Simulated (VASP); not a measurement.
**KScS2: single point with PBE**

Crystal: KScS2.

```xyz
4
Lattice="4.0513 0.0000 0.0000 0.0000 4.0513 0.0000 0.0000 0.0000 5.4821" Properties=species:S:1:pos:R:3 pbc="T T T"
K     0.0000    0.0000    0.0000
S     0.0000    0.0000    2.7411
S     2.0257    2.0257    0.0000
Sc    2.0257    2.0257    2.7411
```

```json
{
 "Program": "VASP 6.6.1",
 "Task": "single point",
 "Functional": "PBE",
 "Potentials or basis": "VASP PAW PBE potentials, release 64 (K_sv, S, Sc_sv)",
 "Cutoff": "520 eV",
 "k mesh": "6 × 6 × 4",
 "Occupations": "fermi-dirac, width 0.02 eV",
 "Spin": "no spin polarisation"
}
```

```yaml
Pressure: 0.2 GPa
Band_gap_on_the_k_mesh: 0.06 eV
```

Stress tensor (GPa, compression positive):
```
0.15 0.00 0.00
0.00 0.15 0.00
0.00 0.00 0.27
```

Levels at points of the mesh, in eV from the valence-band top:
```tsv
k point	band 13	band 14	band 15	band 16	band 17	band 18	band 19	band 20
(0.00, 0.00, 0.00)	-1.87	-0.37	0.00	0.00	0.06	1.05	1.32	1.32
(0.50, 0.00, 0.00)	-1.94	-1.85	-1.45	-0.78	1.49	1.69	1.87	2.11
(0.50, 0.50, 0.00)	-1.53	-0.77	-0.54	-0.54	0.59	0.59	1.71	1.84
(0.00, 0.00, 0.50)	-1.90	-1.90	-0.51	-0.51	0.12	1.06	1.89	2.17
(0.50, 0.00, 0.50)	-2.72	-2.40	-1.10	-1.03	1.72	2.14	2.21	3.39
(0.50, 0.50, 0.50)	-2.70	-1.81	-1.28	-1.28	1.86	1.87	1.87	1.93
```

Run time: 85 s on 1 thread of Intel(R) Xeon(R) Platinum 8375C CPU @ 2.90GHz (Ice Lake), with other jobs on the host, peak memory 0.22 GiB.

Caveat: semilocal functionals underestimate gaps, and a narrow one can read as zero. A k mesh can miss the band edges.
